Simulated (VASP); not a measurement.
# WSe2 (P-3m1) in VASP: a series of runs

Runs on WSe2. Level: PBEsol. Tasks: single point.

Program: VASP 6.6.1. These are calculated values, not measurements. Logs are shortened: lines on timing, memory, paths and dates and some standing lists are left out, and cuts for length are marked.

## Step 1: The cell of the first run

The structure is trigonal, space group P-3m1 (No. 164). The conventional cell has a = 3.239 Å, b = 3.239 Å, c = 6.790 Å, α = 90.00°, β = 90.00°, γ = 120.00°. Within 3.4 Å of W (site symmetry -3m) lie 6 Se at 2.54 Å and 6 W at 3.24 Å. Se (site symmetry 3m) has 3 W at 2.54 Å and 6 Se at 3.24 Å within 3.4 Å.

## Step 2: Single point, PBEsol, collinear spin

File INCAR:

```
SYSTEM = WSe2
ALGO     = Normal         ! electronic algorithm
EDIFF    = 1E-6           ! SCF threshold, eV
ENCUT    = 520            ! plane-wave cutoff, eV
GGA      = PS             ! functional
ISIF     = 2              ! what is computed and relaxed
ISMEAR   = 0              ! smearing method
ISPIN    = 2              ! spin polarisation
LASPH    = .True.         ! aspherical terms in the spheres
LCHARG   = .True.         ! write CHGCAR
LELF     = .True.         ! ELF
LMAXMIX  = 4              ! l up to which the mixer works
LORBIT   = 11             ! projections on sites
LREAL    = .False.        ! projectors in reciprocal space
LVHAR    = .True.       
LWAVE    = .False.        ! write WAVECAR
MAGMOM   = 2 0 0          ! initial moments
NBANDS   = 24             ! bands
NELM     = 150            ! most SCF steps
PREC     = Accurate       ! precision mode
SIGMA    = 0.05           ! smearing width, eV
```

File KPOINTS:

```
k-points
0
Gamma
  10 10 6
  0 0 0
```

File POSCAR:

```
WSe2
1.0
    3.2388893140      0.0000000000      0.0000000000
   -1.6194446570      2.8049604260      0.0000000000
    0.0000000000      0.0000000000      6.7896144336
W Se
1 2
Direct
    0.0000000000      0.0000000000      0.0000000000
    0.3333333333      0.6666666667      0.2534341283
    0.6666666667      0.3333333333      0.7465658717
```

Potentials or basis: VASP PAW PBE potentials, release 64 (W_sv, Se).

Run with:

```
$ cat potpaw_PBE.64/W_sv/POTCAR potpaw_PBE.64/Se/POTCAR > POTCAR
$ mpirun -np 1 vasp_std > vasp.out
```

OUTCAR:

```text
SYSTEM = WSe2
   EDIFF = 1E-6
   ENCUT = 520
   GGA = PS
   ISIF = 2
   ISMEAR = 0
   ISPIN = 2
   LASPH = .True.
   LORBIT = 11
   LREAL = .False.
   NELM = 150
   PREC = Accurate

 ion  position               nearest neighbor table
   1  0.000  0.000  0.000-   2 2.54   3 2.54   3 2.54   2 2.54   3 2.54   2 2.54
   2  0.333  0.667  0.253-   1 2.54   1 2.54   1 2.54
   3  0.667  0.333  0.747-   1 2.54   1 2.54   1 2.54

  LATTYP: Found a hexagonal cell.
 ALAT       =     3.2388893140
 C/A-ratio  =     2.0962786237

  Lattice vectors:

 A1 = (   3.2388893140,   0.0000000000,   0.0000000000)
 A2 = (  -1.6194446570,   2.8049604260,   0.0000000000)
 A3 = (   0.0000000000,   0.0000000000,   6.7896144336)

Analysis of symmetry for initial positions (statically):
=====================================================================
 Subroutine PRICEL returns:
 Original cell was already a primitive cell.

 Routine SETGRP: Setting up the symmetry group for a
 hexagonal supercell.

 Subroutine GETGRP returns: Found 12 space group operations
 (whereof 12 operations were pure point group operations)
 out of a pool of 24 trial point group operations.

The static configuration has the point symmetry D_3d.

Analysis of symmetry for dynamics (positions and initial velocities):
=====================================================================
 Subroutine PRICEL returns:
 Original cell was already a primitive cell.

 Routine SETGRP: Setting up the symmetry group for a
 hexagonal supercell.

 Subroutine GETGRP returns: Found 12 space group operations
 (whereof 12 operations were pure point group operations)
 out of a pool of 24 trial point group operations.

The dynamic configuration has the point symmetry D_3d.

Analysis of structural, dynamic, and magnetic symmetry:
=====================================================================
 Subroutine PRICEL returns:
 Original cell was already a primitive cell.

 Routine SETGRP: Setting up the symmetry group for a
 hexagonal supercell.

 Subroutine GETGRP returns: Found 12 space group operations
 (whereof 12 operations were pure point group operations)
 out of a pool of 24 trial point group operations.

The overall configuration has the point symmetry D_3d.

 Subroutine INISYM returns: Found 12 space group operations
 (whereof 12 operations are pure point group operations),
 and found     1 'primitive' translations

----------------------------------------------------------------------------------------

                                     Primitive cell

  volume of cell :      61.6834

  direct lattice vectors                    reciprocal lattice vectors
     3.238889314  0.000000000  0.000000000     0.308747815  0.178255634  0.000000000
    -1.619444657  2.804960426  0.000000000     0.000000000  0.356511269  0.000000000
     0.000000000  0.000000000  6.789614434     0.000000000  0.000000000  0.147283768

  length of vectors
     3.238889314  3.238889314  6.789614434     0.356511269  0.356511269  0.147283768

  position of ions in fractional coordinates (direct lattice)
     0.000000000  0.000000000  0.000000000
     0.333333333  0.666666667  0.253434128
     0.666666667  0.333333333  0.746565872

  ion indices of the primitive-cell ions
   primitive index   ion index
                 1           1
                 2           2
                 3           3

----------------------------------------------------------------------------------------

 KPOINTS: k-points

Automatic generation of k-mesh.
 Grid dimensions read from file:
 generate k-points for:   10   10    6

 Generating k-lattice:

  Cartesian coordinates                     Fractional coordinates (reciprocal lattice)
     0.030874782  0.017825563  0.000000000     0.100000000  0.000000000  0.000000000
     0.000000000  0.035651127  0.000000000     0.000000000  0.100000000  0.000000000
     0.000000000  0.000000000  0.024547295     0.000000000  0.000000000  0.166666667

  Length of vectors
     0.035651127  0.035651127  0.024547295

  Shift w.r.t. Gamma in fractional coordinates (k-lattice)
     0.000000000  0.000000000  0.000000000

 Subroutine IBZKPT returns following result:
 ===========================================

 Found     72 irreducible k-points:

 Following reciprocal coordinates:
            Coordinates               Weight
  0.000000  0.000000  0.000000      1.000000
  0.100000  0.000000  0.000000      6.000000
  0.200000  0.000000  0.000000      6.000000
  0.300000  0.000000  0.000000      6.000000
  0.400000  0.000000  0.000000      6.000000
  0.500000  0.000000  0.000000      3.000000
[... 16 lines left out ...]
  0.000000  0.400000  0.166667      6.000000
  0.500000  0.000000  0.166667      6.000000
 [... further k-points ...]
   k-points           NKPTS =     72   k-points in BZ     NKDIM =     72   number of bands    NBANDS=     24
   number of dos      NEDOS =    301   number of ions     NIONS =      3
   total plane-waves  NPLWV =  28800
   dimension x,y,z NGX =    24 NGY =   24 NGZ =   50
   dimension x,y,z NGXF=    48 NGYF=   48 NGZF=  100
   ions per type =               1   2
   NGX,Y,Z   is equivalent  to a cutoff of  12.32, 12.32, 12.24 a.u.
   NGXF,Y,Z  is equivalent  to a cutoff of  24.64, 24.64, 24.49 a.u.
 SYSTEM =  WSe2
   PREC   = accura    normal or accurate (medium, high low for compatibility)
   ISTART =      0    job   : 0-new  1-cont  2-samecut
   ICHARG =      2    charge: 1-file 2-atom 10-const
   ISPIN  =      2    spin polarized calculation?
   LNONCOLLINEAR =      F non collinear calculations
   LSORBIT =      F    spin-orbit coupling
   LASPH  =      T    aspherical Exc in radial PAW
   ENCUT  =  520.0 eV  38.22 Ry    6.18 a.u.   6.02  6.02 12.62*2*pi/ulx,y,z
   NELM   =    150;   NELMIN=  2; NELMDL= -5     # of ELM steps
   EDIFF  = 0.1E-05   stopping-criterion for ELM
   LREAL  =      F    real-space projection
   EDIFFG = 0.1E-04   stopping-criterion for IOM
   NSW    =      0    number of steps for IOM
   IBRION =     -1    ionic relax: 0-MD 1-quasi-New 2-CG
   NFREE  =      0    steps in history (QN), initial steepest desc. (CG)
   ISIF   =      2    stress and relaxation
   ISYM   =      2    0-nonsym 1-usesym 2-fastsym
   POTIM  = 0.5000    time-step for ionic-motion
   TEBEG  =    0.0;   TEEND  =   0.0 temperature during run
   PSTRESS=    0.0 pullay stress
   NELECT =      26.0000    total number of electrons
   NUPDOWN=      -1.0000    fix difference up-down
   EMIN   =  10.00;   EMAX   =-10.00  energy-range for DOS
   EFERMI =   0.00;   METHOD = LEGACY
   ISMEAR =     0;   SIGMA  =   0.05  broadening in eV -4-tet -1-fermi 0-gaus
   EFERMI_NEDOS =   21; number of points for ismear=-14 and -15
   IALGO  =     38    algorithm
   IMIX   =      4    mixing-type and parameters
     AMIX     =   0.40;   BMIX     =  1.00
     AMIX_MAG =   1.60;   BMIX_MAG =  1.00
  volume/ion in A,a.u.               =      20.56       138.75
  Fermi-wavevector in a.u.,A,eV,Ry     =   1.227467  2.319577 20.499574  1.506676
  Thomas-Fermi vector in A             =   2.362430
   LORBIT       =     11    0 simple, 1 ext, 2 COOP (PROOUT), +10 PAW based schemes
   GGA     = PS    functional components
   LHFCALC =     F    Hartree Fock is set to
   AEXX    =    0.0000 exact exchange contribution
   IVDW    =     0    specifies the selected vdW correction
   LEPSILON=     F    determine dielectric tensor
   LRPA    =     F    only Hartree local field effects (RPA)
 spin polarized calculation
 Gauss-broadening in eV      SIGMA  =   0.05
  energy-cutoff  :      520.00
  volume of cell :       61.68
 maximum number of plane-waves:      1686
   NGX = 13   NGY = 13   NGZ = 25

 number of electron      26.0000003 magnetization      -0.0123427

 number of electron      26.0000003 magnetization       0.0001893

 Free energy of the ion-electron system (eV)
  ---------------------------------------------------
  ext. energy  EPLUGINS =         0.00000000
  ---------------------------------------------------
  free energy    TOTEN  =       -22.51193042 eV

  energy without entropy =      -22.51025149  energy(sigma->0) =      -22.51109096

 E-fermi :   6.4829     XC(G=0): -10.8000

 val. band max:        6.4695093052   @ k =   0.2000   0.2000   0.3333
 cond. band min:       6.5059927986   @ k =   0.2000   0.0000   0.0000
 fundamental gap:      0.0364834934
 Fermi energy:         6.4829269184

 spin component 1

 k-point     1 :       0.0000    0.0000    0.0000
  band No.  band energies     occupation
      1     -68.2757      1.00000
      2     -32.4856      1.00000
      3     -32.4077      1.00000
      4     -32.4077      1.00000
      5      -9.3054      1.00000
      6      -7.9611      1.00000
[... 16 lines left out ...]
     23      17.8499      0.00000
     24      18.5422      0.00000

 k-point     2 :       0.1000    0.0000    0.0000
  band No.  band energies     occupation
      1     -68.2745      1.00000
      2     -32.4806      1.00000
      3     -32.4342      1.00000
      4     -32.4139      1.00000
      5      -9.1399      1.00000
      6      -7.8878      1.00000
[... 16 lines left out ...]
     23      17.5634      0.00000
     24      17.6878      0.00000
[... 565 lines left out ...]
     23      16.6867      0.00000
     24      18.4643      0.00000

 k-point    24 :       0.5000    0.0000    0.1667
  band No.  band energies     occupation
      1     -68.2627      1.00000
      2     -32.6791      1.00000
      3     -32.4724      1.00000
      4     -32.4329      1.00000
      5      -7.2700      1.00000
      6      -6.7023      1.00000
[... 16 lines left out ...]
     23      16.1274      0.00000
     24      18.4566      0.00000

 [... further k-points ...]

 spin component 2

 k-point     1 :       0.0000    0.0000    0.0000
  band No.  band energies     occupation
      1     -68.2757      1.00000
      2     -32.4855      1.00000
      3     -32.4076      1.00000
      4     -32.4076      1.00000
      5      -9.3054      1.00000
      6      -7.9611      1.00000
[... 16 lines left out ...]
     23      17.8500      0.00000
     24      18.5421      0.00000

 k-point     2 :       0.1000    0.0000    0.0000
  band No.  band energies     occupation
      1     -68.2744      1.00000
      2     -32.4805      1.00000
      3     -32.4341      1.00000
      4     -32.4138      1.00000
      5      -9.1399      1.00000
      6      -7.8878      1.00000
[... 16 lines left out ...]
     23      17.5634      0.00000
     24      17.6877      0.00000
[... 565 lines left out ...]
     23      16.6867      0.00000
     24      18.4641      0.00000

 k-point    24 :       0.5000    0.0000    0.1667
  band No.  band energies     occupation
      1     -68.2627      1.00000
      2     -32.6790      1.00000
      3     -32.4723      1.00000
      4     -32.4328      1.00000
      5      -7.2700      1.00000
      6      -6.7023      1.00000
[... 16 lines left out ...]
     23      16.1274      0.00000
     24      18.4565      0.00000

 [... further k-points ...]
[... 5 lines left out ...]
  --------------------------------------------------------------------------------------
  -------------------------------------------------------------------------------------
  Total        0.1347747      0.1347747      0.1829627     -0.0000000      0.0000000      0.0000000
  in kB        3.5006680      3.5006680      4.7523157     -0.0000000      0.0000000      0.0000000
  external PRESSURE =       3.9178839 kB  Pullay stress =       0.0000000 kB

 VOLUME and BASIS-vectors are now :
 -----------------------------------------------------------------------------
  energy-cutoff  :      520.00
  volume of cell :       61.68
      direct lattice vectors                 reciprocal lattice vectors
     3.238889314  0.000000000  0.000000000     0.308747815  0.178255634  0.000000000
    -1.619444657  2.804960426  0.000000000     0.000000000  0.356511269  0.000000000
     0.000000000  0.000000000  6.789614434     0.000000000  0.000000000  0.147283768

 POSITION                                       TOTAL-FORCE (eV/Angst)
 -----------------------------------------------------------------------------------
      0.00000      0.00000      0.00000         0.000000      0.000000     -0.000000
     -0.00000      1.86997      1.72072        -0.000000      0.000000      0.051720
      1.61944      0.93499      5.06889         0.000000     -0.000000     -0.051720
 -----------------------------------------------------------------------------------
    total drift:                                0.000000      0.000000      0.000000

  FREE ENERGIE OF THE ION-ELECTRON SYSTEM (eV)
  ---------------------------------------------------
  free  energy   TOTEN  =       -22.5119304230 eV

  energy  without entropy=      -22.5102514918  energy(sigma->0) =      -22.51109096

 total charge

# of ion       s       p       d       tot
------------------------------------------
    1        2.312   6.279   3.399  11.989
    2        1.482   2.315   0.075   3.872
    3        1.482   2.315   0.075   3.872
--------------------------------------------------
tot          5.275  10.909   3.549  19.734

 magnetization (x)

# of ion       s       p       d       tot
------------------------------------------
    1        0.000   0.000   0.000   0.000
    2        0.000  -0.000   0.000  -0.000
    3        0.000  -0.000   0.000  -0.000
--------------------------------------------------
tot          0.000  -0.000   0.000   0.000
```

Run time: 1.9 min. Hardware: 1 thread of Intel Xeon Platinum 8488C (Sapphire Rapids), shared host; peak memory 0.3 GiB.

Results:

```
Free energy                                           : -22.5119 eV
Pressure                                              : 0.4 GPa
Largest force                                         : 0.052 eV/Å
Band gap on the k mesh                                : zero (filled and empty bands overlap)
Net moment                                            : 0.00 μB per cell
Valence electrons inside the program's atomic spheres : W 11.99; Se 3.87
```

Forces on the atoms (eV/Å):
```
W    0.000  0.000  0.000
Se   0.000  0.000  0.052
Se   0.000  0.000 -0.052
```

Stress tensor (GPa, compression positive):
```
0.35 0.00 0.00
0.00 0.35 0.00
0.00 0.00 0.48
```

Caveat: the PAW data sets were made with another functional, which shifts forces and pressure a little; spin-orbit coupling is left out, which moves the levels of the heavy elements; this functional lacks dispersion, which binds layers or chains, so the pressure and a relaxed spacing across them are unreliable.

## Step 3: Single point, PBEsol, collinear spin (19.58 Å³/atom)

This run uses another cell than the first one, of 19.58 Å³/atom.

File INCAR:

```
PREC = Accurate
ENCUT = 520
EDIFF = 1E-6
ISMEAR = 0
SIGMA = 0.05
LREAL = False
LASPH = True
NELM = 150
ALGO = Normal
ISIF = 2
LWAVE = False
LCHARG = False
ISPIN = 2
MAGMOM = 0.05 0 0
LORBIT = 11
LMAXMIX = 4
GGA = PS
NBANDS = 24
```

File KPOINTS:

```
Automatic mesh
0
Gamma
  12 12 6
```

File POSCAR:

```
WSe2
1.0
    3.2362985515      0.0000000000      0.0000000000
   -1.6181492757      2.8027167598      0.0000000000
    0.0000000000      0.0000000000      6.4748666501
W Se
1 2
Direct
    0.0000000000      0.0000000000      0.0000000000
    0.3333333333      0.6666666667      0.2649030152
    0.6666666667      0.3333333333      0.7350969848
```

Potentials or basis: VASP PAW PBE potentials, release 64 (W_sv, Se).

Run with:

```
$ cat potpaw_PBE.64/W_sv/POTCAR potpaw_PBE.64/Se/POTCAR > POTCAR
$ mpirun -np 1 vasp_std > vasp.out
```

Run time: 2.3 min. Hardware: 1 thread of Intel Xeon Platinum 8488C (Sapphire Rapids), shared host; peak memory 0.34 GiB.

Results (log left out):

```
Free energy                                           : -22.4989 eV
Pressure                                              : 1.8 GPa
Largest force                                         : 0.053 eV/Å
Band gap on the k mesh                                : zero (filled and empty bands overlap)
Net moment                                            : 0.00 μB per cell
Valence electrons inside the program's atomic spheres : W 12.00; Se 3.88
```

Forces on the atoms (eV/Å):
```
W    0.000  0.000  0.000
Se   0.000  0.000  0.053
Se   0.000  0.000 -0.053
```

Stress tensor (GPa, compression positive):
```
1.75 0.00 0.00
0.00 1.75 0.00
0.00 0.00 1.86
```

Levels at points of the mesh, in eV from the Fermi level:
Spin up:
| k point | band 10 | band 11 | band 12 | band 13 | band 14 | band 15 | band 16 | band 17 |
| --- | --- | --- | --- | --- | --- | --- | --- | --- |
| (0.00, 0.00, 0.00) | -1.99 | -1.94 | -0.67 | -0.67 | 0.42 | 0.42 | 3.39 | 3.39 |
| (0.50, 0.00, 0.00) | -3.79 | -3.71 | -2.19 | -1.62 | 1.67 | 1.68 | 3.16 | 3.92 |
| (0.00, 0.00, 0.50) | -3.37 | -0.68 | -0.68 | -0.62 | 0.26 | 0.26 | 3.70 | 3.70 |
| (0.50, 0.00, 0.50) | -3.83 | -2.75 | -2.56 | -1.28 | 1.68 | 2.13 | 3.25 | 3.32 |
Spin down:
```
           k point  band 11  band 12  band 13  band 14  band 15  band 16
(0.00, 0.00, 0.00)    -1.94    -0.67    -0.67     0.42     0.42     3.39
(0.50, 0.00, 0.00)    -3.71    -2.19    -1.62     1.67     1.68     3.16
(0.00, 0.00, 0.50)    -0.68    -0.68    -0.62     0.26     0.26     3.70
(0.50, 0.00, 0.50)    -2.75    -2.56    -1.28     1.68     2.13     3.25
```

Caveat: the PAW data sets were made with another functional, which shifts forces and pressure a little; spin-orbit coupling is left out, which moves the levels of the heavy elements; this functional lacks dispersion, which binds layers or chains, so the pressure and a relaxed spacing across them are unreliable.

The gap in the log of VASP goes by the Fermi energy; the results here count the filled bands.